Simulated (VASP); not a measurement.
# TiC (de600) (Fm-3m) in VASP: a series of runs

Runs on TiC (de600). Level: LDA. Tasks: single point, relaxation of cell and atoms.

All numbers are computed with VASP 6.6.1; they aren't measurements. Logs are shortened: lines on timing, memory, paths and dates and some standing lists are left out, and cuts for length are marked.

**1. The cell of the first run**

The structure is cubic, space group Fm-3m (No. 225). The conventional cell has a = 4.331 Å, b = 4.331 Å, c = 4.331 Å, α = 90.00°, β = 90.00°, γ = 90.00°. Ti (site symmetry m-3m) has 6 C at 2.17 Å within 2.9 Å. C (site symmetry m-3m) has 6 Ti at 2.17 Å within 2.9 Å.

**2. Single point, LDA**

Input file INCAR:

```
PREC     = Accurate       # precision mode
ENCUT    = 520            # plane-wave cutoff, eV
EDIFF    = 1E-7           # SCF threshold, eV
ISMEAR   = 0              # smearing method
SIGMA    = 0.1            # smearing width, eV
LREAL    = F              # projectors in reciprocal space
LASPH    = T              # aspherical terms in the spheres
NELM     = 80             # most SCF steps
ALGO     = Normal         # electronic algorithm
ISIF     = 2              # what is computed and relaxed
LWAVE    = F              # write WAVECAR
LCHARG   = F              # write CHGCAR
GGA      = CA             # functional
NBANDS   = 15             # bands
```

Input file KPOINTS:

```
regular mesh
0
Gamma
  8 8 8
```

Input file POSCAR:

```
TiC
1.0
    0.0000000000      2.1657188400      2.1657188400
    2.1657188400      0.0000000000      2.1657188400
    2.1657188400      2.1657188400      0.0000000000
Ti C
1 1
Direct
    0.0000000000      0.0000000000      0.0000000000
    0.5000000000      0.5000000000      0.5000000000
```

Potentials or basis: VASP PAW LDA potentials, release 64 (Ti_sv, C).

Run with:

```console
> cat potpaw_LDA.64/Ti_sv/POTCAR potpaw_LDA.64/C/POTCAR > POTCAR
> mpirun -np 1 vasp_std > vasp.out
```

OUTCAR:

```text
PREC = Accurate
   ENCUT = 520
   EDIFF = 1E-7
   ISMEAR = 0
   LREAL = F
   LASPH = T
   NELM = 80
   ISIF = 2
   GGA = CA

 ion  position               nearest neighbor table
   1  0.000  0.000  0.000-   2 2.17   2 2.17   2 2.17   2 2.17   2 2.17   2 2.17
   2  0.500  0.500  0.500-   1 2.17   1 2.17   1 2.17   1 2.17   1 2.17   1 2.17

  LATTYP: Found a face centered cubic cell.
 ALAT       =     4.3314376800

  Lattice vectors:

 A1 = (   0.0000000000,   2.1657188400,   2.1657188400)
 A2 = (   2.1657188400,   0.0000000000,   2.1657188400)
 A3 = (   2.1657188400,   2.1657188400,   0.0000000000)

Analysis of symmetry for initial positions (statically):
=====================================================================
 Subroutine PRICEL returns:
 Original cell was already a primitive cell.

 Routine SETGRP: Setting up the symmetry group for a
 face centered cubic supercell.

 Subroutine GETGRP returns: Found 48 space group operations
 (whereof 48 operations were pure point group operations)
 out of a pool of 48 trial point group operations.

The static configuration has the point symmetry O_h .

Analysis of symmetry for dynamics (positions and initial velocities):
=====================================================================
 Subroutine PRICEL returns:
 Original cell was already a primitive cell.

 Routine SETGRP: Setting up the symmetry group for a
 face centered cubic supercell.

 Subroutine GETGRP returns: Found 48 space group operations
 (whereof 48 operations were pure point group operations)
 out of a pool of 48 trial point group operations.

The dynamic configuration has the point symmetry O_h .

 Subroutine INISYM returns: Found 48 space group operations
 (whereof 48 operations are pure point group operations),
 and found     1 'primitive' translations

----------------------------------------------------------------------------------------

                                     Primitive cell

  volume of cell :      20.3159

  direct lattice vectors                    reciprocal lattice vectors
     0.000000000  2.165718840  2.165718840    -0.230870227  0.230870227  0.230870227
     2.165718840  0.000000000  2.165718840     0.230870227 -0.230870227  0.230870227
     2.165718840  2.165718840  0.000000000     0.230870227  0.230870227 -0.230870227

  length of vectors
     3.062788956  3.062788956  3.062788956     0.399878963  0.399878963  0.399878963

  position of ions in fractional coordinates (direct lattice)
     0.000000000  0.000000000  0.000000000
     0.500000000  0.500000000  0.500000000

  ion indices of the primitive-cell ions
   primitive index   ion index
                 1           1
                 2           2

----------------------------------------------------------------------------------------

 KPOINTS: regular mesh

Automatic generation of k-mesh.
 Grid dimensions read from file:
 generate k-points for:    8    8    8

 Generating k-lattice:

  Cartesian coordinates                     Fractional coordinates (reciprocal lattice)
    -0.028858778  0.028858778  0.028858778     0.125000000  0.000000000  0.000000000
     0.028858778 -0.028858778  0.028858778     0.000000000  0.125000000  0.000000000
     0.028858778  0.028858778 -0.028858778     0.000000000  0.000000000  0.125000000

  Length of vectors
     0.049984870  0.049984870  0.049984870

  Shift w.r.t. Gamma in fractional coordinates (k-lattice)
     0.000000000  0.000000000  0.000000000

 Subroutine IBZKPT returns following result:
 ===========================================

 Found     29 irreducible k-points:

 Following reciprocal coordinates:
            Coordinates               Weight
  0.000000  0.000000  0.000000      1.000000
  0.125000  0.000000  0.000000      8.000000
  0.250000  0.000000  0.000000      8.000000
  0.375000  0.000000  0.000000      8.000000
  0.500000  0.000000  0.000000      4.000000
  0.125000  0.125000  0.000000      6.000000
[... 16 lines left out ...]
  0.500000  0.250000  0.125000     48.000000
 -0.375000  0.250000  0.125000     24.000000
 [... further k-points ...]
   k-points           NKPTS =     29   k-points in BZ     NKDIM =     29   number of bands    NBANDS=     15
   number of dos      NEDOS =    301   number of ions     NIONS =      2
   total plane-waves  NPLWV =  13824
   dimension x,y,z NGX =    24 NGY =   24 NGZ =   24
   dimension x,y,z NGXF=    48 NGYF=   48 NGZF=   48
   ions per type =               1   1
   NGX,Y,Z   is equivalent  to a cutoff of  13.03, 13.03, 13.03 a.u.
   NGXF,Y,Z  is equivalent  to a cutoff of  26.05, 26.05, 26.05 a.u.
 SYSTEM =  unknown system
   PREC   = accura    normal or accurate (medium, high low for compatibility)
   ISTART =      0    job   : 0-new  1-cont  2-samecut
   ICHARG =      2    charge: 1-file 2-atom 10-const
   ISPIN  =      1    spin polarized calculation?
   LNONCOLLINEAR =      F non collinear calculations
   LSORBIT =      F    spin-orbit coupling
   LASPH  =      T    aspherical Exc in radial PAW
   ENCUT  =  520.0 eV  38.22 Ry    6.18 a.u.   5.69  5.69  5.69*2*pi/ulx,y,z
   NELM   =     80;   NELMIN=  2; NELMDL= -5     # of ELM steps
   EDIFF  = 0.1E-06   stopping-criterion for ELM
   LREAL  =      F    real-space projection
   EDIFFG = 0.1E-05   stopping-criterion for IOM
   NSW    =      0    number of steps for IOM
   IBRION =     -1    ionic relax: 0-MD 1-quasi-New 2-CG
   NFREE  =      0    steps in history (QN), initial steepest desc. (CG)
   ISIF   =      2    stress and relaxation
   ISYM   =      2    0-nonsym 1-usesym 2-fastsym
   POTIM  = 0.5000    time-step for ionic-motion
   TEBEG  =    0.0;   TEEND  =   0.0 temperature during run
   PSTRESS=    0.0 pullay stress
   NELECT =      16.0000    total number of electrons
   NUPDOWN=      -1.0000    fix difference up-down
   EMIN   =  10.00;   EMAX   =-10.00  energy-range for DOS
   EFERMI =   0.00;   METHOD = LEGACY
   ISMEAR =     0;   SIGMA  =   0.10  broadening in eV -4-tet -1-fermi 0-gaus
   EFERMI_NEDOS =   21; number of points for ismear=-14 and -15
   IALGO  =     38    algorithm
   IMIX   =      4    mixing-type and parameters
     AMIX     =   0.40;   BMIX     =  1.00
     AMIX_MAG =   1.60;   BMIX_MAG =  1.00
  volume/ion in A,a.u.               =      10.16        68.55
  Fermi-wavevector in a.u.,A,eV,Ry     =   1.511829  2.856943 31.097854  2.285628
  Thomas-Fermi vector in A             =   2.621834
   LORBIT       =      0    0 simple, 1 ext, 2 COOP (PROOUT), +10 PAW based schemes
   GGA     = CA    functional components
   LHFCALC =     F    Hartree Fock is set to
   AEXX    =    0.0000 exact exchange contribution
   IVDW    =     0    specifies the selected vdW correction
   LEPSILON=     F    determine dielectric tensor
   LRPA    =     F    only Hartree local field effects (RPA)
 non-spin polarized calculation
 Gauss-broadening in eV      SIGMA  =   0.10
  energy-cutoff  :      520.00
  volume of cell :       20.32
 maximum number of plane-waves:       568
   NGX = 11   NGY = 11   NGZ = 11

 number of electron      16.0000000 magnetization

 Free energy of the ion-electron system (eV)
  ---------------------------------------------------
  ext. energy  EPLUGINS =         0.00000000
  ---------------------------------------------------
  free energy    TOTEN  =       -20.50195895 eV

  energy without entropy =      -20.50011295  energy(sigma->0) =      -20.50103595

 E-fermi :   9.1796     XC(G=0): -12.9763

 val. band max:        8.9983627438   @ k =   0.3750   0.3750   0.0000
 cond. band min:       9.2011779677   @ k =   0.1250   0.1250   0.0000
 fundamental gap:      0.2028152239
 Fermi energy:         9.1796241221

 k-point     1 :       0.0000    0.0000    0.0000
  band No.  band energies     occupation
      1     -46.6461      2.00000
      2     -23.0527      2.00000
      3     -23.0527      2.00000
      4     -23.0527      2.00000
      5      -2.9761      2.00000
      6       9.8613      0.00000
      7       9.8613      0.00000
      8       9.8613      0.00000
      9      10.9238      0.00000
     10      10.9238      0.00000
     11      10.9238      0.00000
     12      10.9438      0.00000
     13      10.9438      0.00000
     14      19.8365      0.00000
     15      23.2810      0.00000

 k-point     2 :       0.1250    0.0000    0.0000
  band No.  band energies     occupation
      1     -46.6348      2.00000
      2     -23.1307      2.00000
      3     -23.0601      2.00000
      4     -23.0601      2.00000
      5      -2.6249      2.00000
      6       8.5848      2.00000
      7       8.9417      1.99923
      8       8.9417      1.99923
      9      10.2918      0.00000
     10      10.2918      0.00000
     11      11.4685      0.00000
     12      13.0004      0.00000
     13      13.0004      0.00000
     14      20.3574      0.00000
     15      23.3508      0.00000

 k-point     3 :       0.2500    0.0000    0.0000
  band No.  band energies     occupation
      1     -46.6074      2.00000
      2     -23.3152      2.00000
      3     -23.0778      2.00000
      4     -23.0778      2.00000
      5      -1.6573      2.00000
      6       6.5170      2.00000
      7       7.5374      2.00000
      8       7.5374      2.00000
      9      10.9453      0.00000
     10      10.9453      0.00000
     11      12.0461      0.00000
     12      15.0739      0.00000
     13      15.0739      0.00000
     14      20.3657      0.00000
     15      23.6267      0.00000

 k-point     4 :       0.3750    0.0000    0.0000
  band No.  band energies     occupation
      1     -46.5798      2.00000
      2     -23.4947      2.00000
      3     -23.0954      2.00000
      4     -23.0954      2.00000
      5      -0.3314      2.00000
      6       4.5165      2.00000
      7       6.6427      2.00000
      8       6.6427      2.00000
      9      11.7303      0.00000
     10      11.7303      0.00000
     11      12.7733      0.00000
     12      16.7201      0.00000
     13      16.7201      0.00000
     14      18.5872      0.00000
     15      24.9974      0.00000
[... 307 lines left out ...]
 k-point    22 :       0.3750    0.2500    0.1250
  band No.  band energies     occupation
      1     -46.5869      2.00000
      2     -23.3517      2.00000
      3     -23.1735      2.00000
      4     -23.1058      2.00000
      5      -1.0854      2.00000
      6       5.6134      2.00000
      7       7.3415      2.00000
      8       7.5182      2.00000
      9      10.3004      0.00000
     10      11.9370      0.00000
     11      12.9850      0.00000
     12      13.5622      0.00000
     13      16.2425      0.00000
     14      21.7282      0.00000
     15      23.0366      0.00000

 k-point    23 :       0.5000    0.2500    0.1250
  band No.  band energies     occupation
      1     -46.5647      2.00000
      2     -23.4476      2.00000
      3     -23.2230      2.00000
      4     -23.1315      2.00000
      5      -0.2122      2.00000
      6       4.8133      2.00000
      7       6.5129      2.00000
      8       6.9633      2.00000
      9      11.0589      0.00000
     10      12.2910      0.00000
     11      13.0356      0.00000
     12      14.5627      0.00000
     13      16.6167      0.00000
     14      20.8089      0.00000
     15      23.3079      0.00000

 k-point    24 :      -0.3750    0.2500    0.1250
  band No.  band energies     occupation
      1     -46.5554      2.00000
      2     -23.4893      2.00000
      3     -23.2361      2.00000
      4     -23.1469      2.00000
      5       0.2320      2.00000
      6       4.4011      2.00000
      7       6.2536      2.00000
      8       6.7433      2.00000
      9      11.8058      0.00000
     10      11.9470      0.00000
     11      12.9857      0.00000
     12      15.6675      0.00000
     13      16.0534      0.00000
     14      20.2324      0.00000
     15      23.4305      0.00000

 [... further k-points ...]
[... 5 lines left out ...]
  --------------------------------------------------------------------------------------
  -------------------------------------------------------------------------------------
  Total       -1.5103369     -1.5103369     -1.5103369     -0.0000000     -0.0000000      0.0000000
  in kB     -119.1099906   -119.1099906   -119.1099906     -0.0000000     -0.0000000      0.0000000
  external PRESSURE =    -119.1099906 kB  Pullay stress =       0.0000000 kB

 VOLUME and BASIS-vectors are now :
 -----------------------------------------------------------------------------
  energy-cutoff  :      520.00
  volume of cell :       20.32
      direct lattice vectors                 reciprocal lattice vectors
     0.000000000  2.165718840  2.165718840    -0.230870227  0.230870227  0.230870227
     2.165718840  0.000000000  2.165718840     0.230870227 -0.230870227  0.230870227
     2.165718840  2.165718840  0.000000000     0.230870227  0.230870227 -0.230870227

 POSITION                                       TOTAL-FORCE (eV/Angst)
 -----------------------------------------------------------------------------------
      0.00000      0.00000      0.00000         0.000000      0.000000     -0.000000
      2.16572      2.16572      2.16572         0.000000      0.000000      0.000000
 -----------------------------------------------------------------------------------
    total drift:                                0.000000     -0.000000     -0.000000

  FREE ENERGIE OF THE ION-ELECTRON SYSTEM (eV)
  ---------------------------------------------------
  free  energy   TOTEN  =       -20.5019589467 eV

  energy  without entropy=      -20.5001129518  energy(sigma->0) =      -20.50103595
```

Wall time 6.5 s (1 thread of Intel Xeon Platinum 8259CL at 2.50GHz (Skylake/Cascade Lake), shared host); peak memory 0.13 GiB.

What came out:

* Free energy: -20.5020 eV
* Pressure: -11.9 GPa
* Band gap on the k mesh: zero (band 8 reaches 9.86 eV, above the bottom of band 9 at 8.82 eV)

**3. Single point, LDA**

This run uses another cell than the first one, of 9.67 Å³/atom, 0.952 times its volume.

Input file INCAR:

```
SYSTEM = TiC
ALGO = Normal
EDIFF = 1E-7
ENCUT = 520
GGA = CA
ISIF = 2
ISMEAR = 0
LASPH = .TRUE.
LCHARG = .FALSE.
LREAL = .FALSE.
LWAVE = .FALSE.
NBANDS = 15
NELM = 80
PREC = Accurate
SIGMA = 0.1
```

Input file KPOINTS:

```
k-points
0
G
  8 8 8
  0 0 0
```

Input file POSCAR:

```
TiC
1.0
    0.0000000000      2.1301480065      2.1301480065
    2.1301480065      0.0000000000      2.1301480065
    2.1301480065      2.1301480065      0.0000000000
Ti C
1 1
Direct
    0.0000000000      0.0000000000      0.0000000000
    0.5000000000      0.5000000000      0.5000000000
```

Potentials or basis: VASP PAW LDA potentials, release 64 (Ti_sv, C).

Run with:

```console
> cat potpaw_LDA.64/Ti_sv/POTCAR potpaw_LDA.64/C/POTCAR > POTCAR
> mpirun -np 1 vasp_std > vasp.out
```

Wall time 6.3 s (1 thread of Intel Xeon Platinum 8259CL at 2.50GHz (Skylake/Cascade Lake), shared host); peak memory 0.13 GiB.

It converged, with:

```yaml
Free_energy: -20.5371 eV
Pressure: 0.8 GPa
Band_gap_on_the_k_mesh: zero (band 8 reaches 10.48 eV, above the bottom of band 9 at 9.41 eV)
```

Levels at points of the mesh, in eV from the Fermi level:
```
           k point  band 4  band 5  band 6  band 7  band 8  band 9  band 10  band 11  band 12  band 13
(0.00, 0.00, 0.00)  -32.07  -12.38    0.70    0.70    0.70    1.81     1.81     1.81     1.87     1.87
(0.50, 0.00, 0.00)  -32.12   -8.60   -6.00   -3.01   -3.01    3.12     3.12     4.40     8.61     8.70
(0.50, 0.50, 0.00)  -32.27  -10.07   -3.35   -1.78    0.09    0.09     2.95     3.77     3.77     6.40
```

(Part 1 of 2 ends here.)
